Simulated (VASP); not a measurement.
# ZnSe (F-43m) in VASP: phonons with r2SCAN

Aim: the phonons of ZnSe with r2SCAN.

Everything below comes from runs of VASP 6.6.1. Logs are shortened: lines on timing, memory, paths and dates and some standing lists are left out, and cuts for length are marked.

### Step 1. The cell of the first run

It takes space group F-43m (No. 216, cubic). The conventional cell has a = 5.370 Å, b = 5.370 Å, c = 5.370 Å, α = 90.00°, β = 90.00°, γ = 90.00°. Zn (site symmetry -43m) has 4 Se at 2.33 Å within 3.1 Å. Se (site symmetry -43m) has 4 Zn at 2.33 Å within 3.1 Å.

### Step 2. Phonons, r2SCAN

Input file INCAR:

```
PREC = Accurate
ENCUT = 520
EDIFF = 1E-8
ISMEAR = 0
SIGMA = 0.01
LREAL = False
LASPH = True
NELM = 100
ALGO = Normal
ISIF = 2
LWAVE = False
LCHARG = False
METAGGA = R2SCAN
LMIXTAU = True
NBANDS = 16
IBRION = 6
NFREE = 2
POTIM = 0.015
NSW = 1
```

Input file KPOINTS:

```
regular mesh
0
Gamma
  8 8 8
```

Input file POSCAR:

```
ZnSe
1.0
    2.6850642270      2.6850642270      0.0000000000
   -2.6850642270      2.6850642270      0.0000000000
    0.0000000000      2.6850642270      2.6850642270
Zn Se
1 1
Direct
    0.0000000000      0.0000000000      0.0000000000
    0.7500000000      0.2500000000      0.5000000000
```

Potentials or basis: VASP PAW PBE potentials, release 64 (Zn, Se).

On the command line:

```bash
$ cat potpaw_PBE.64/Zn/POTCAR potpaw_PBE.64/Se/POTCAR > POTCAR
$ mpirun -np 1 vasp_std > vasp.out
```

OUTCAR:

```text
PREC = Accurate
   ENCUT = 520
   EDIFF = 1E-8
   ISMEAR = 0
   LREAL = False
   LASPH = True
   NELM = 100
   ISIF = 2
   METAGGA = R2SCAN
   IBRION = 6
   NFREE = 2
   POTIM = 0.015
   NSW = 1

 ion  position               nearest neighbor table
   1  0.000  0.000  0.000-   2 2.33   2 2.33   2 2.33   2 2.33
   2  0.750  0.250  0.500-   1 2.33   1 2.33   1 2.33   1 2.33

  LATTYP: Found a face centered cubic cell.
 ALAT       =     5.3701284540

  Lattice vectors:

 A1 = (   0.0000000000,   2.6850642270,   2.6850642270)
 A2 = (   2.6850642270,   0.0000000000,   2.6850642270)
 A3 = (   2.6850642270,   2.6850642270,   0.0000000000)

Analysis of symmetry for initial positions (statically):
=====================================================================
 Subroutine PRICEL returns:
 Original cell was already a primitive cell.

 Routine SETGRP: Setting up the symmetry group for a
 face centered cubic supercell.

 Subroutine GETGRP returns: Found 24 space group operations
 (whereof 24 operations were pure point group operations)
 out of a pool of 48 trial point group operations.

The static configuration has the point symmetry T_d .

Analysis of symmetry for dynamics (positions and initial velocities):
=====================================================================
 Subroutine PRICEL returns:
 Original cell was already a primitive cell.

 Routine SETGRP: Setting up the symmetry group for a
 face centered cubic supercell.

 Subroutine GETGRP returns: Found 24 space group operations
 (whereof 24 operations were pure point group operations)
 out of a pool of 48 trial point group operations.

The dynamic configuration has the point symmetry T_d .

 Subroutine INISYM returns: Found 24 space group operations
 (whereof 24 operations are pure point group operations),
 and found     1 'primitive' translations

----------------------------------------------------------------------------------------

                                     Primitive cell

  volume of cell :      38.7163

  direct lattice vectors                    reciprocal lattice vectors
     2.685064227  2.685064227  0.000000000     0.186215285  0.186215285 -0.186215285
    -2.685064227  2.685064227  0.000000000    -0.186215285  0.186215285 -0.186215285
     0.000000000  2.685064227  2.685064227     0.000000000  0.000000000  0.372430570

  length of vectors
     3.797254246  3.797254246  3.797254246     0.322534335  0.322534335  0.372430570

  position of ions in fractional coordinates (direct lattice)
     0.000000000  0.000000000  0.000000000
     0.750000000  0.250000000  0.500000000

  ion indices of the primitive-cell ions
   primitive index   ion index
                 1           1
                 2           2

----------------------------------------------------------------------------------------

 KPOINTS: regular mesh

Automatic generation of k-mesh.
 Grid dimensions read from file:
 generate k-points for:    8    8    8

 Generating k-lattice:

  Cartesian coordinates                     Fractional coordinates (reciprocal lattice)
     0.023276911  0.023276911 -0.023276911     0.125000000  0.000000000  0.000000000
    -0.023276911  0.023276911 -0.023276911     0.000000000  0.125000000  0.000000000
[... 54 lines left out ...]
   LSORBIT =      F    spin-orbit coupling
   LASPH  =      T    aspherical Exc in radial PAW
   ENCUT  =  520.0 eV  38.22 Ry    6.18 a.u.   7.06  7.06  7.06*2*pi/ulx,y,z
   NELM   =    100;   NELMIN=  2; NELMDL= -5     # of ELM steps
   EDIFF  = 0.1E-07   stopping-criterion for ELM
   LREAL  =      F    real-space projection
   EDIFFG = 0.1E-06   stopping-criterion for IOM
   NSW    =     61    number of steps for IOM
   IBRION =      6    ionic relax: 0-MD 1-quasi-New 2-CG
   NFREE  =      2    steps in history (QN), initial steepest desc. (CG)
   ISIF   =      2    stress and relaxation
   ISYM   =      2    0-nonsym 1-usesym 2-fastsym
   POTIM  = 0.0150    time-step for ionic-motion
   TEBEG  =    0.0;   TEEND  =   0.0 temperature during run
   PSTRESS=    0.0 pullay stress
   NELECT =      18.0000    total number of electrons
   NUPDOWN=      -1.0000    fix difference up-down
   EMIN   =  10.00;   EMAX   =-10.00  energy-range for DOS
   EFERMI =   0.00;   METHOD = LEGACY
   ISMEAR =     0;   SIGMA  =   0.01  broadening in eV -4-tet -1-fermi 0-gaus
   EFERMI_NEDOS =   21; number of points for ismear=-14 and -15
   IALGO  =     38    algorithm
   IMIX   =      4    mixing-type and parameters
     AMIX     =   0.40;   BMIX     =  1.00
     AMIX_MAG =   1.60;   BMIX_MAG =  1.00
  volume/ion in A,a.u.               =      19.36       130.64
  Fermi-wavevector in a.u.,A,eV,Ry     =   1.268239  2.396624 21.884009  1.608429
  Thomas-Fermi vector in A             =   2.401344
   LORBIT       =      0    0 simple, 1 ext, 2 COOP (PROOUT), +10 PAW based schemes
   METAGGA = R2SCAN    functional components
   LHFCALC =     F    Hartree Fock is set to
   AEXX    =    0.0000 exact exchange contribution
   IVDW    =     0    specifies the selected vdW correction
   LEPSILON=     F    determine dielectric tensor
   LRPA    =     F    only Hartree local field effects (RPA)
 finite differences with symmetry
 non-spin polarized calculation
 Gauss-broadening in eV      SIGMA  =   0.01
  energy-cutoff  :      520.00
  volume of cell :       38.72
 maximum number of plane-waves:      1056
   NGX = 15   NGY = 15   NGZ = 15

--------------------------------------- Ionic step        1  -------------------------------------------

 number of electron      18.0000012 magnetization

 Free energy of the ion-electron system (eV)
  ---------------------------------------------------
  ext. energy  EPLUGINS =         0.00000000
  ---------------------------------------------------
  free energy    TOTEN  =       -24.63183790 eV

  energy without entropy =      -24.63183790  energy(sigma->0) =      -24.63183790

------------------------ aborting loop because EDIFF is reached ----------------------------------------

  FORCE on cell =-STRESS in cart. coord.  units (eV):
  Direction    XX          YY          ZZ          XY          YZ          ZX
  --------------------------------------------------------------------------------------
  -------------------------------------------------------------------------------------
  Total        3.6729220      3.6729220      3.6729220     -0.0000000     -0.0000000      0.0000000
  in kB      151.9946341    151.9946341    151.9946341     -0.0000000     -0.0000000      0.0000000
  external PRESSURE =     151.9946341 kB  Pullay stress =       0.0000000 kB
[... 131 lines left out ...]
--------------------------------------- Ionic step        5  -------------------------------------------

 number of electron      18.0000012 magnetization

 Free energy of the ion-electron system (eV)
  ---------------------------------------------------
  ext. energy  EPLUGINS =         0.00000000
  ---------------------------------------------------
  free energy    TOTEN  =       -24.63076881 eV

  energy without entropy =      -24.63076881  energy(sigma->0) =      -24.63076881

 E-fermi :   2.9248     XC(G=0): -10.7376

 val. band max:        2.8596839598   @ k =   0.0000   0.0000   0.0000
 cond. band min:       5.4551262431   @ k =   0.0000   0.0000   0.0000
 fundamental gap:      2.5954422833
 Fermi energy:         2.9248393546

 k-point     1 :       0.0000    0.0000    0.0000
  band No.  band energies     occupation
      1     -12.0994      2.00000
      2      -4.6009      2.00000
      3      -4.5883      2.00000
      4      -4.5755      2.00000
      5      -4.0030      2.00000
      6      -4.0028      2.00000
[... 433 lines left out ...]
      3      -4.3708      2.00000
      4      -4.0834      2.00000
      5      -4.0003      2.00000
      6      -3.7208      2.00000
[... 8 lines left out ...]
     15      16.8556      0.00000
     16      18.0276      0.00000

 [... further k-points ...]

------------------------ aborting loop because EDIFF is reached ----------------------------------------

  FORCE on cell =-STRESS in cart. coord.  units (eV):
  Direction    XX          YY          ZZ          XY          YZ          ZX
  --------------------------------------------------------------------------------------
  -------------------------------------------------------------------------------------
  Total        3.6735059      3.6772275      3.6772275      0.0000000     -0.1861172     -0.0000000
  in kB      152.0187974    152.1728045    152.1728045      0.0000000     -7.7019908     -0.0000000
  external PRESSURE =     152.1214688 kB  Pullay stress =       0.0000000 kB
[... 17 lines left out ...]
  FREE ENERGIE OF THE ION-ELECTRON SYSTEM (eV)
  ---------------------------------------------------
  free  energy   TOTEN  =       -24.6307688106 eV

  energy  without entropy=      -24.6307688106  energy(sigma->0) =      -24.63076881

 INTERNAL STRAIN TENSORS FROM DISPLACED ATOMS
 ============================================

 INTERNAL STRAIN TENSOR FOR ION    1 for displacements in x,y,z  (eV/Angst):
          X           Y           Z          XY          YZ          ZX
  --------------------------------------------------------------------------------
  x     0.00000     0.00000     0.00000     0.00000   -12.15938     0.00000
  y     0.00000     0.00000     0.00000     0.00000     0.00000   -12.15938
  z     0.00000     0.00000     0.00000   -12.15938     0.00000     0.00000

 INTERNAL STRAIN TENSOR FOR ION    2 for displacements in x,y,z  (eV/Angst):
          X           Y           Z          XY          YZ          ZX
  --------------------------------------------------------------------------------
  x     0.00000     0.00000     0.00000    -0.00000    12.35141     0.00000
  y     0.00000    -0.00000     0.00000     0.00000     0.00000    12.35141
  z     0.00000     0.00000     0.00000    12.35141     0.00000    -0.00000

 Eigenvectors and eigenvalues of the dynamical matrix
 ----------------------------------------------------

   1 f  =    7.938132 THz    49.876757 2PiTHz  264.787598 cm-1    32.829463 meV
             X         Y         Z           dx          dy          dz
      0.000000  0.000000  0.000000    -0.000000   -0.731083   -0.000000
      1.342532  4.027596  1.342532    -0.000000    0.682289    0.000000
[... 21 lines left out ...]
   6 f/i=    0.099737 THz     0.626668 2PiTHz    3.326879 cm-1     0.412480 meV
             X         Y         Z           dx          dy          dz
      0.000000  0.000000  0.000000     0.207041   -0.530755   -0.375434
      1.342532  4.027596  1.342532     0.221847   -0.568712   -0.402284

 ELASTIC MODULI CONTR FROM IONIC RELAXATION (kBar)
 Direction    XX          YY          ZZ          XY          YZ          ZX
 --------------------------------------------------------------------------------
 XX          -0.0000     -0.0000     -0.0000      0.0000      0.0000      0.0000
 YY          -0.0000     -0.0000     -0.0000      0.0000      0.0000      0.0000
 ZZ          -0.0000     -0.0000     -0.0000      0.0000      0.0000      0.0000
 XY           0.0000      0.0000      0.0000   -672.3901      0.0000      0.0000
 YZ           0.0000      0.0000      0.0000      0.0000   -672.3901     -0.0000
 ZX           0.0000      0.0000      0.0000      0.0000     -0.0000   -672.3901
 --------------------------------------------------------------------------------
```

Wall time 12 min (1 thread of Intel Xeon Platinum 8375C at 2.90GHz (Ice Lake), shared host); peak memory 0.24 GiB.

What came out:

```yaml
Highest_phonon_frequency_at_Γ_LO-TO_splitting_left_out: 265 cm⁻¹
```

Phonon frequencies in cm⁻¹ (negative: imaginary):
```tsv
q point	frequencies
(0.000, 0.000, 0.000)	-3 -3 -3 265 265 265
```

Caveat: the cell stands under pressure or tension, which shifts response properties; the PAW data sets were made with another functional, which shifts forces and pressure a little.
